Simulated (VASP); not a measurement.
# NiGe (R-3m) in VASP: further runs

The runs below take NiGe through single point, relaxation of cell and atoms, with PBEsol.

Everything below comes from runs of VASP 6.6.1. Logs are shortened: lines on timing, memory, paths and dates and some standing lists are left out, and cuts for length are marked.

**1. The cell of the first run**

Symmetry: R-3m, No. 166, trigonal system. The conventional cell has a = 2.811 Å, b = 2.811 Å, c = 11.205 Å, α = 90.00°, β = 90.00°, γ = 120.00°. Ni (site symmetry -3m) has 6 Ge at 2.47 Å and 6 Ni at 2.81 Å within 3.3 Å. Within 3.3 Å of Ge (site symmetry -3m) lie 6 Ni at 2.47 Å and 6 Ge at 2.81 Å.

**2. Single point, PBEsol**

Input file INCAR:

```
ALGO = Normal ; EDIFF = 1E-6
ENCUT = 520 ; GGA = PS
ISIF = 2 ; ISMEAR = 0
LASPH = True ; LCHARG = False
LREAL = False ; LWAVE = False
NBANDS = 19 ; NELM = 100
PREC = Accurate ; SIGMA = 0.1
```

Input file KPOINTS:

```
k-points
0
Gamma
  18 18 18
```

Input file POSCAR:

```
NiGe
1.0
   -1.4939549617     -1.4939549617     -3.4814675843
   -1.4939549617     -3.4814675843     -1.4939549617
   -3.4814675843     -1.4939549617     -1.4939549617
Ni Ge
1 1
Direct
    1.0000000000      1.0000000000      0.0000000000
    0.5000000000      0.5000000000      0.5000000000
```

Potentials or basis: VASP PAW PBE potentials, release 64 (Ni, Ge_d).

On the command line:

```bash
$ cat potpaw_PBE.64/Ni/POTCAR potpaw_PBE.64/Ge_d/POTCAR > POTCAR
$ mpirun -np 1 vasp_std > vasp.out
```

OUTCAR:

```text
EDIFF = 1E-6
   ENCUT = 520
   GGA = PS
   ISIF = 2
   ISMEAR = 0
   LASPH = True
   LREAL = False
   NELM = 100
   PREC = Accurate

 ion  position               nearest neighbor table
   1  0.000  0.000  0.000-   2 2.47   2 2.47   2 2.47   2 2.47   2 2.47   2 2.47
   2  0.500  0.500  0.500-   1 2.47   1 2.47   1 2.47   1 2.47   1 2.47   1 2.47

  LATTYP: Found a trigonal (rhomboedric) cell.
 ALAT       =     4.0723972542
 COS(alpha) =     0.7618121967

  Lattice vectors:

 A1 = (  -1.4939549617,  -1.4939549617,  -3.4814675843)
 A2 = (  -1.4939549617,  -3.4814675843,  -1.4939549617)
 A3 = (  -3.4814675843,  -1.4939549617,  -1.4939549617)

Analysis of symmetry for initial positions (statically):
=====================================================================
 Subroutine PRICEL returns:
 Original cell was already a primitive cell.

 Routine SETGRP: Setting up the symmetry group for a
 trigonal (rhombohedral) supercell.

 Subroutine GETGRP returns: Found 12 space group operations
 (whereof 12 operations were pure point group operations)
 out of a pool of 12 trial point group operations.

The static configuration has the point symmetry D_3d.

Analysis of symmetry for dynamics (positions and initial velocities):
=====================================================================
 Subroutine PRICEL returns:
 Original cell was already a primitive cell.

 Routine SETGRP: Setting up the symmetry group for a
 trigonal (rhombohedral) supercell.

 Subroutine GETGRP returns: Found 12 space group operations
 (whereof 12 operations were pure point group operations)
 out of a pool of 12 trial point group operations.

The dynamic configuration has the point symmetry D_3d.

 Subroutine INISYM returns: Found 12 space group operations
 (whereof 12 operations are pure point group operations),
 and found     1 'primitive' translations

----------------------------------------------------------------------------------------

                                     Primitive cell

  volume of cell :      25.5554

  direct lattice vectors                    reciprocal lattice vectors
    -1.493954962 -1.493954962 -3.481467584     0.116189027  0.116189027 -0.386952432
    -1.493954962 -3.481467584 -1.493954962     0.116189027 -0.386952432  0.116189027
    -3.481467584 -1.493954962 -1.493954962    -0.386952432  0.116189027  0.116189027

  length of vectors
     4.072397254  4.072397254  4.072397254     0.420395010  0.420395010  0.420395010

[... 78 lines left out ...]
   ENCUT  =  520.0 eV  38.22 Ry    6.18 a.u.   7.57  7.57  7.57*2*pi/ulx,y,z
   NELM   =    100;   NELMIN=  2; NELMDL= -5     # of ELM steps
   EDIFF  = 0.1E-05   stopping-criterion for ELM
   LREAL  =      F    real-space projection
   EDIFFG = 0.1E-04   stopping-criterion for IOM
   NSW    =      0    number of steps for IOM
   IBRION =     -1    ionic relax: 0-MD 1-quasi-New 2-CG
   NFREE  =      0    steps in history (QN), initial steepest desc. (CG)
   ISIF   =      2    stress and relaxation
   ISYM   =      2    0-nonsym 1-usesym 2-fastsym
   POTIM  = 0.5000    time-step for ionic-motion
   TEBEG  =    0.0;   TEEND  =   0.0 temperature during run
   PSTRESS=    0.0 pullay stress
   NELECT =      24.0000    total number of electrons
   NUPDOWN=      -1.0000    fix difference up-down
   EMIN   =  10.00;   EMAX   =-10.00  energy-range for DOS
   EFERMI =   0.00;   METHOD = LEGACY
   ISMEAR =     0;   SIGMA  =   0.10  broadening in eV -4-tet -1-fermi 0-gaus
   EFERMI_NEDOS =   21; number of points for ismear=-14 and -15
   IALGO  =     38    algorithm
   IMIX   =      4    mixing-type and parameters
     AMIX     =   0.40;   BMIX     =  1.00
     AMIX_MAG =   1.60;   BMIX_MAG =  1.00
  volume/ion in A,a.u.               =      12.78        86.23
  Fermi-wavevector in a.u.,A,eV,Ry     =   1.603188  3.029586 34.969859  2.570212
  Thomas-Fermi vector in A             =   2.699890
   LORBIT       =      0    0 simple, 1 ext, 2 COOP (PROOUT), +10 PAW based schemes
   GGA     = PS    functional components
   LHFCALC =     F    Hartree Fock is set to
   AEXX    =    0.0000 exact exchange contribution
   IVDW    =     0    specifies the selected vdW correction
   LEPSILON=     F    determine dielectric tensor
   LRPA    =     F    only Hartree local field effects (RPA)
 non-spin polarized calculation
 Gauss-broadening in eV      SIGMA  =   0.10
  energy-cutoff  :      520.00
  volume of cell :       25.56
 maximum number of plane-waves:       701
   NGX = 15   NGY = 15   NGZ = 15

 number of electron      23.9999991 magnetization

 Free energy of the ion-electron system (eV)
  ---------------------------------------------------
  ext. energy  EPLUGINS =         0.00000000
  ---------------------------------------------------
  free energy    TOTEN  =       -11.37436515 eV

  energy without entropy =      -11.36684639  energy(sigma->0) =      -11.37060577

 E-fermi :   9.4772     XC(G=0): -13.0205

 val. band max:        9.4754779168   @ k =  -0.2222  -0.4444   0.0556
 cond. band min:       9.4774034099   @ k =  -0.2778  -0.4444   0.2222
 fundamental gap:      0.0019254930
 Fermi energy:         9.4771676348

 k-point     1 :       0.0000    0.0000    0.0000
  band No.  band energies     occupation
      1     -15.2756      2.00000
      2     -15.2756      2.00000
      3     -15.1961      2.00000
      4     -15.1120      2.00000
      5     -15.1120      2.00000
      6      -4.2599      2.00000
[... 505 lines left out ...]
      6      -2.5855      2.00000
[... 11 lines left out ...]
     18      22.2545      0.00000
     19      26.5548      0.00000

 [... further k-points ...]

------------------------ aborting loop because EDIFF is reached ----------------------------------------

  FORCE on cell =-STRESS in cart. coord.  units (eV):
  Direction    XX          YY          ZZ          XY          YZ          ZX
  --------------------------------------------------------------------------------------
  -------------------------------------------------------------------------------------
  Total        0.0393858      0.0393858      0.0393858      0.0003264      0.0003264      0.0003264
  in kB        2.4692635      2.4692635      2.4692635      0.0204645      0.0204645      0.0204645
  external PRESSURE =       2.4692635 kB  Pullay stress =       0.0000000 kB

 VOLUME and BASIS-vectors are now :
 -----------------------------------------------------------------------------
  energy-cutoff  :      520.00
  volume of cell :       25.56
      direct lattice vectors                 reciprocal lattice vectors
    -1.493954962 -1.493954962 -3.481467584     0.116189027  0.116189027 -0.386952432
    -1.493954962 -3.481467584 -1.493954962     0.116189027 -0.386952432  0.116189027
    -3.481467584 -1.493954962 -1.493954962    -0.386952432  0.116189027  0.116189027

 POSITION                                       TOTAL-FORCE (eV/Angst)
 -----------------------------------------------------------------------------------
      0.00000      0.00000      0.00000         0.000000      0.000000     -0.000000
     -3.23469     -3.23469     -3.23469        -0.000000     -0.000000      0.000000
 -----------------------------------------------------------------------------------
    total drift:                               -0.000000     -0.000000     -0.000000

  FREE ENERGIE OF THE ION-ELECTRON SYSTEM (eV)
  ---------------------------------------------------
  free  energy   TOTEN  =       -11.3743651468 eV

  energy  without entropy=      -11.3668463945  energy(sigma->0) =      -11.37060577
```

It used 320 s of CPU time on 1 thread of Intel Xeon 8259CL, with other jobs on the host.

Results:

- Free energy: -11.3744 eV
- Pressure: 0.2 GPa
- Band gap on the k mesh: zero (bands 12 and 13 overlap by 1.01 eV)

Levels at points of the mesh, in eV from the Fermi level:
```tsv
k point	band 10	band 11	band 12	band 13	band 14	band 15
(0.00, 0.00, 0.00)	-1.92	-1.63	-1.63	2.69	9.28	9.28
(0.50, 0.00, 0.00)	-2.26	-0.80	-0.23	2.64	3.92	6.31
(0.50, 0.50, 0.00)	-2.02	-1.81	-0.80	-0.25	3.44	4.07
(0.50, 0.50, 0.50)	-2.05	-1.61	-1.61	9.98	9.98	12.24
```

Caveat: the PAW data sets were made with another functional, which shifts forces and pressure a little. Spin polarisation is off, so any magnetic state and its effect on volume and gap are missing.

[end of part 1 of 2]
